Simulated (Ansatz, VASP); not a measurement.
**InAs in VASP and in Ansatz**

```xyz
2
Lattice="0.0000 3.0436 3.0436 3.0436 0.0000 3.0436 3.0436 3.0436 0.0000" Properties=species:S:1:pos:R:3 pbc="T T T"
In    4.5654    4.5654    4.5654
As    0.0000    0.0000    0.0000
```

Alike in both runs: functional PBEsol; k mesh 12 × 12 × 12; occupations gaussian, width 0.1 eV; no spin polarisation.

Ansatz relaxed the structure, and its values are those at the end. VASP's run is a single point on that final structure, the one shown.

```csv
,VASP,Ansatz
version,VASP 6.6.1,Ansatz 0.2.0
potentials or method,"VASP PAW PBE potentials, release 64 (In_d, As), cutoff 520 eV","scalar-relativistic, plane waves, PAW"
valence electrons in the cell,18,28
```

VASP gave:

```
gap on the k mesh at the Fermi level (eV) : none
pressure (GPa)                            : 0.1
```

Task: What did Ansatz give for the same quantities?

Result: gap on the k mesh at the Fermi level (eV): none; pressure (GPa): 0.0.

VASP's potentials were made for PBE, not for PBEsol. A gap of «none» marks a metal or a gap that the smearing closes. VASP's potentials hold 18 valence electrons a cell and Ansatz's 28, so a difference there can come from the potentials and not from the codes.
